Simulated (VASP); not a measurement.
# PbO (P4/nmm) in VASP: a series of runs, part 2 of 2

VASP 6.6.1. The steps go on from the part before.

**3. Single point, r2SCAN**

This run uses another cell than the first one, of 15.02 Å³/atom.

Contents of POSCAR:

```
PbO
1.0
    3.9250477451      0.0000000000      0.0000000000
    0.0000000000      3.9250477451      0.0000000000
    0.0000000000      0.0000000000      3.9007886060
Pb O
2 2
Direct
    0.5000000000      0.0000000000      0.7084704336
    0.0000000000      0.5000000000      0.2915295664
    0.5000000000      0.5000000000      0.0000000000
    0.0000000000      0.0000000000      0.0000000000
```

Contents of INCAR.step1:

```
SYSTEM = PbO
  PREC = Accurate
  ENCUT = 660
  ISMEAR = -1
  SIGMA = 0.05
  LREAL = .False.
  LASPH = .True.
  NELM = 120
  NBANDS = 28
  GGA = PE
  ALGO = Normal
  EDIFF = 1E-5
  LWAVE = .True.
  LCHARG = .False.
  GGA_COMPAT = .False.
```

Contents of INCAR.step2:

```
SYSTEM = PbO
  PREC = Accurate
  ENCUT = 660
  EDIFF = 1E-6
  ISMEAR = -1
  SIGMA = 0.05
  LREAL = .False.
  LASPH = .True.
  NELM = 120
  ALGO = Normal
  ISIF = 2
  LWAVE = .False.
  LCHARG = .False.
  METAGGA = R2SCAN
  LMIXTAU = .True.
  NBANDS = 28
  ISTART = 1
  GGA_COMPAT = .False.
```

Contents of KPOINTS:

```
Automatic mesh
0
Gamma
  7 7 6
  0 0 0
```

Potentials or basis: VASP PAW PBE potentials, release 64 (Pb_d, O).

Started as:

```bash
$ cat potpaw_PBE.64/Pb_d/POTCAR potpaw_PBE.64/O/POTCAR > POTCAR
$ cp INCAR.step1 INCAR
$ mpirun -np 1 vasp_std > vasp.out
$ cp INCAR.step2 INCAR
$ mpirun -np 1 vasp_std > vasp.out
```

OUTCAR:

```text
SYSTEM = PbO
   PREC = Accurate
   ENCUT = 660
   EDIFF = 1E-6
   ISMEAR = -1
   LREAL = .False.
   LASPH = .True.
   NELM = 120
   ISIF = 2
   METAGGA = R2SCAN
   ISTART = 1

 ion  position               nearest neighbor table
   1  0.500  0.000  0.708-   3 2.27   4 2.27   3 2.27   4 2.27   2 3.22   2 3.22   2 3.22   2 3.22
                             2 3.59   2 3.59   2 3.59   2 3.59
   2  0.000  0.500  0.292-   3 2.27   4 2.27   4 2.27   3 2.27   1 3.22   1 3.22   1 3.22   1 3.22
                             1 3.59   1 3.59   1 3.59   1 3.59
   3  0.500  0.500  0.000-   1 2.27   2 2.27   1 2.27   2 2.27
   4  0.000  0.000  0.000-   1 2.27   2 2.27   2 2.27   1 2.27

  LATTYP: Found a simple tetragonal cell.
 ALAT       =     3.9250477451
 C/A-ratio  =     0.9938194028

  Lattice vectors:

 A1 = (   3.9250477451,   0.0000000000,   0.0000000000)
 A2 = (   0.0000000000,   3.9250477451,   0.0000000000)
 A3 = (   0.0000000000,   0.0000000000,   3.9007886060)

Analysis of symmetry for initial positions (statically):
=====================================================================
[... 177 lines left out ...]

 E-fermi :   8.5147     XC(G=0): -12.2305

 val. band max:        7.8651513400   @ k =   0.0000   0.0000   0.3333
 cond. band min:       9.1624167562   @ k =   0.4286   0.4286   0.0000
 fundamental gap:      1.2972654163
 Fermi energy:         8.5147447520

 k-point     1 :       0.0000    0.0000    0.0000
  band No.  band energies     occupation
      1     -12.1915      2.00000
      2     -11.4295      2.00000
      3      -8.7803      2.00000
      4      -8.7803      2.00000
      5      -8.7630      2.00000
      6      -8.7023      2.00000
[... 733 lines left out ...]
     27      21.2915      0.00000
     28      21.6634      0.00000

 [... further k-points ...]

------------------------ aborting loop because EDIFF is reached ----------------------------------------

  FORCE on cell =-STRESS in cart. coord.  units (eV):
  Direction    XX          YY          ZZ          XY          YZ          ZX
  --------------------------------------------------------------------------------------
  -------------------------------------------------------------------------------------
  Total        7.8293980      7.8293980      7.7040528      0.0000000      0.0000000      0.0000000
  in kB      208.7356600    208.7356600    205.3938956      0.0000000      0.0000000      0.0000000
  external PRESSURE =     207.6217385 kB  Pullay stress =       0.0000000 kB

 VOLUME and BASIS-vectors are now :
 -----------------------------------------------------------------------------
  energy-cutoff  :      660.00
  volume of cell :       60.10
      direct lattice vectors                 reciprocal lattice vectors
     3.925047745  0.000000000  0.000000000     0.254773971  0.000000000  0.000000000
     0.000000000  3.925047745  0.000000000     0.000000000  0.254773971  0.000000000
     0.000000000  0.000000000  3.900788606     0.000000000  0.000000000  0.256358419

 POSITION                                       TOTAL-FORCE (eV/Angst)
 -----------------------------------------------------------------------------------
      1.96252      0.00000      2.76359        -0.000000     -0.000000     -0.115645
      0.00000      1.96252      1.13720         0.000000      0.000000      0.115645
      1.96252      1.96252      0.00000         0.000000      0.000000     -0.000000
      0.00000      0.00000      0.00000         0.000000     -0.000000     -0.000000
 -----------------------------------------------------------------------------------
    total drift:                                0.000000      0.000000     -0.000000

  FREE ENERGIE OF THE ION-ELECTRON SYSTEM (eV)
  ---------------------------------------------------
  free  energy   TOTEN  =      -128.5356973301 eV

  energy  without entropy=     -128.5356972349  energy(sigma->0) =     -128.53569728
```

OUTCAR.step1:

```text
SYSTEM = PbO
   PREC = Accurate
   ENCUT = 660
   ISMEAR = -1
   LREAL = .False.
   LASPH = .True.
   NELM = 120
[... 976 lines left out ...]
      0.00000      1.96252      1.13720        -0.000000     -0.000000      0.382768
      1.96252      1.96252      0.00000        -0.000000      0.000000     -0.000000
      0.00000      0.00000      0.00000         0.000000     -0.000000     -0.000000
 -----------------------------------------------------------------------------------
    total drift:                                0.000000      0.000000     -0.000000

  FREE ENERGIE OF THE ION-ELECTRON SYSTEM (eV)
  ---------------------------------------------------
  free  energy   TOTEN  =       -20.2756717513 eV

  energy  without entropy=      -20.2756699760  energy(sigma->0) =      -20.27567086
```

Run time: 4.2 min. Hardware: 1 thread of Intel Xeon Platinum 8259CL at 2.50GHz (Skylake/Cascade Lake), shared host; peak memory 0.26 GiB.

What came out:

```yaml
Free_energy: -128.5357 eV
Pressure: 20.8 GPa
Largest_force: 0.116 eV/Å
Band_gap_on_the_k_mesh: 1.30 eV (least direct gap 2.12 eV)
```

Forces on the atoms (eV/Å):
```
Pb   0.000  0.000 -0.116
Pb   0.000  0.000  0.116
O    0.000  0.000  0.000
O    0.000  0.000  0.000
```

Stress tensor (GPa, compression positive):
```
20.87  0.00  0.00
 0.00 20.87  0.00
 0.00  0.00 20.54
```

Caveat: the cell stands under pressure; the PAW data sets were made with another functional, which shifts forces and pressure a little; spin-orbit coupling is left out, which moves the levels of the heavy elements. r2SCAN opens gaps a little over a GGA but as a rule still falls short of measured ones.

**4. Single point, r2SCAN**

This run uses another cell than the first one, of 16.59 Å³/atom.

Contents of POSCAR:

```
PbO
1.0
    3.9403590390      0.0000000000      0.0000000000
    0.0000000000      3.9403590390      0.0000000000
    0.0000000000      0.0000000000      4.2742749559
Pb O
2 2
Direct
    0.5000000000      0.0000000000      0.7284735696
    0.0000000000      0.5000000000      0.2715264304
    0.5000000000      0.5000000000      0.0000000000
    0.0000000000      0.0000000000      0.0000000000
```

Contents of INCAR.step1:

```
SYSTEM = PbO
PREC = Accurate ; ENCUT = 660
ISMEAR = -1 ; SIGMA = 0.05
LREAL = .False. ; LASPH = .True.
NELM = 120 ; NBANDS = 28
GGA = PE ; ALGO = Normal
EDIFF = 1E-5 ; LWAVE = .True.
LCHARG = .False. ; GGA_COMPAT = .False.
```

Contents of INCAR.step2:

```
SYSTEM = PbO
PREC = Accurate ; ENCUT = 660
EDIFF = 1E-6 ; ISMEAR = -1
SIGMA = 0.05 ; LREAL = .False.
LASPH = .True. ; NELM = 120
ALGO = Normal ; ISIF = 2
LWAVE = .False. ; LCHARG = .False.
METAGGA = R2SCAN ; LMIXTAU = .True.
NBANDS = 28 ; ISTART = 1
GGA_COMPAT = .False.
```

KPOINTS is that of step 3.

Potentials or basis: VASP PAW PBE potentials, release 64 (Pb_d, O).

Started as:

```bash
$ cat potpaw_PBE.64/Pb_d/POTCAR potpaw_PBE.64/O/POTCAR > POTCAR
$ cp INCAR.step1 INCAR
$ mpirun -np 1 vasp_std > vasp.out
$ cp INCAR.step2 INCAR
$ mpirun -np 1 vasp_std > vasp.out
```

OUTCAR:

```text
SYSTEM = PbO
   PREC = Accurate
   ENCUT = 660
   EDIFF = 1E-6
   ISMEAR = -1
   LREAL = .False.
   LASPH = .True.
   NELM = 120
   ISIF = 2
   METAGGA = R2SCAN
   ISTART = 1

 ion  position               nearest neighbor table
   1  0.500  0.000  0.728-   3 2.29   4 2.29   3 2.29   4 2.29   2 3.40   2 3.40   2 3.40   2 3.40
                             2 3.63   2 3.63   2 3.63   2 3.63
   2  0.000  0.500  0.272-   3 2.29   4 2.29   4 2.29   3 2.29   1 3.40   1 3.40   1 3.40   1 3.40
                             1 3.63   1 3.63   1 3.63   1 3.63
   3  0.500  0.500  0.000-   1 2.29   2 2.29   1 2.29   2 2.29
   4  0.000  0.000  0.000-   1 2.29   2 2.29   2 2.29   1 2.29

  LATTYP: Found a simple tetragonal cell.
 ALAT       =     3.9403590390
 C/A-ratio  =     1.0847425104

  Lattice vectors:

 A1 = (   3.9403590390,   0.0000000000,   0.0000000000)
 A2 = (   0.0000000000,   3.9403590390,   0.0000000000)
 A3 = (   0.0000000000,   0.0000000000,   4.2742749559)

Analysis of symmetry for initial positions (statically):
=====================================================================
[... 177 lines left out ...]

 E-fermi :   7.4108     XC(G=0): -11.5889

 val. band max:        6.6979936622   @ k =   0.1429   0.1429   0.0000
 cond. band min:       8.0650743992   @ k =   0.4286   0.4286   0.0000
 fundamental gap:      1.3670807370
 Fermi energy:         7.4107944906

 k-point     1 :       0.0000    0.0000    0.0000
  band No.  band energies     occupation
      1     -13.0747      2.00000
      2     -12.3649      2.00000
      3      -9.9011      2.00000
      4      -9.9011      2.00000
      5      -9.8409      2.00000
      6      -9.7377      2.00000
[... 733 lines left out ...]
     27      18.4300      0.00000
     28      18.8815      0.00000

 [... further k-points ...]

------------------------ aborting loop because EDIFF is reached ----------------------------------------

  FORCE on cell =-STRESS in cart. coord.  units (eV):
  Direction    XX          YY          ZZ          XY          YZ          ZX
  --------------------------------------------------------------------------------------
  -------------------------------------------------------------------------------------
  Total        4.4335201      4.4335201      4.3315746      0.0000000      0.0000000      0.0000000
  in kB      107.0348527    107.0348527    104.5736672      0.0000000      0.0000000      0.0000000
  external PRESSURE =     106.2144575 kB  Pullay stress =       0.0000000 kB

 VOLUME and BASIS-vectors are now :
 -----------------------------------------------------------------------------
  energy-cutoff  :      660.00
  volume of cell :       66.36
      direct lattice vectors                 reciprocal lattice vectors
     3.940359039  0.000000000  0.000000000     0.253783980  0.000000000  0.000000000
     0.000000000  3.940359039  0.000000000     0.000000000  0.253783980  0.000000000
     0.000000000  0.000000000  4.274274956     0.000000000  0.000000000  0.233957808

 POSITION                                       TOTAL-FORCE (eV/Angst)
 -----------------------------------------------------------------------------------
      1.97018      0.00000      3.11370        -0.000000     -0.000000     -0.110398
      0.00000      1.97018      1.16058         0.000000     -0.000000      0.110398
      1.97018      1.97018      0.00000        -0.000000     -0.000000      0.000000
      0.00000      0.00000      0.00000         0.000000      0.000000      0.000000
 -----------------------------------------------------------------------------------
    total drift:                                0.000000      0.000000      0.000000

  FREE ENERGIE OF THE ION-ELECTRON SYSTEM (eV)
  ---------------------------------------------------
  free  energy   TOTEN  =      -129.1154366148 eV

  energy  without entropy=     -129.1154365302  energy(sigma->0) =     -129.11543657
```

OSZICAR.step1:

```text
N       E                     dE             d eps       ncg     rms          rms(c)
DAV:   1     0.512611504200E+03    0.51261E+03   -0.22899E+04  2240   0.213E+03
DAV:   2     0.441934347031E+02   -0.46842E+03   -0.44989E+03  2260   0.523E+02
DAV:   3    -0.219926190466E+02   -0.66186E+02   -0.64555E+02  2788   0.201E+02
DAV:   4    -0.250567495233E+02   -0.30641E+01   -0.30485E+01  2684   0.432E+01
DAV:   5    -0.251394289269E+02   -0.82679E-01   -0.82661E-01  2584   0.776E+00    0.120E+01
DAV:   6    -0.210296512237E+02    0.41098E+01   -0.20561E+01  3404   0.399E+01    0.473E+00
DAV:   7    -0.209382172020E+02    0.91434E-01   -0.23387E+00  2792   0.113E+01    0.237E+00
DAV:   8    -0.209275640596E+02    0.10653E-01   -0.43824E-01  2816   0.459E+00    0.841E-01
DAV:   9    -0.209134739073E+02    0.14090E-01   -0.64478E-02  3572   0.227E+00    0.173E-01
DAV:  10    -0.209147250187E+02   -0.12511E-02   -0.86583E-03  2776   0.755E-01    0.822E-02
DAV:  11    -0.209145606044E+02    0.16441E-03   -0.11130E-03  3828   0.311E-01    0.260E-02
DAV:  12    -0.209145734374E+02   -0.12833E-04   -0.13733E-04  2444   0.716E-02    0.279E-02
DAV:  13    -0.209145633128E+02    0.10125E-04   -0.48751E-05  2416   0.634E-02    0.608E-03
DAV:  14    -0.209145622111E+02    0.11017E-05   -0.60571E-06  1200   0.320E-02
   1 F= -.20914562E+02 E0= -.20914562E+02  d E =-.134822E-05
```

Run time: 4.5 min. Hardware: 1 thread of Intel Xeon Platinum 8259CL at 2.50GHz (Skylake/Cascade Lake), shared host; peak memory 0.27 GiB.

What came out:

| Property | Result |
| --- | --- |
| Free energy | -129.1154 eV |
| Pressure | 10.6 GPa |
| Largest force | 0.110 eV/Å |
| Band gap on the k mesh | 1.37 eV (least direct gap 2.60 eV) |

Forces in eV/Å, atoms in the order of the input:
```
Pb   0.000  0.000 -0.110
Pb   0.000  0.000  0.110
O    0.000  0.000  0.000
O    0.000  0.000  0.000
```

Caveat: the cell stands under pressure; the PAW data sets were made with another functional, which shifts forces and pressure a little; spin-orbit coupling is left out, which moves the levels of the heavy elements.

**5. Summary**

```tsv
cell	gap on the mesh (eV)	pressure (GPa)	largest force (eV/Å)
a = 3.924, b = 3.924, c = 3.645 Å, 4 atoms, atomic positions A	1.06	30.9	0.11
a = 3.925, b = 3.925, c = 3.901 Å, 4 atoms, atomic positions B	1.30	20.8	0.12
a = 3.940, b = 3.940, c = 4.274 Å, 4 atoms, atomic positions C	1.37	10.6	0.11
```

Alike in all rows: task single point; level r2SCAN; potentials or basis VASP PAW PBE potentials, release 64 (Pb_d, O); no spin polarisation; k mesh 7 × 7 × 6; cutoff (eV) 660; smearing fermi-dirac 0.05 eV.

Caveats: the cell stands under pressure; the PAW data sets were made with another functional, which shifts forces and pressure a little; spin-orbit coupling is left out, which moves the levels of the heavy elements.

Total energies depend on the potentials used, so only differences within one code and one set of settings carry meaning.
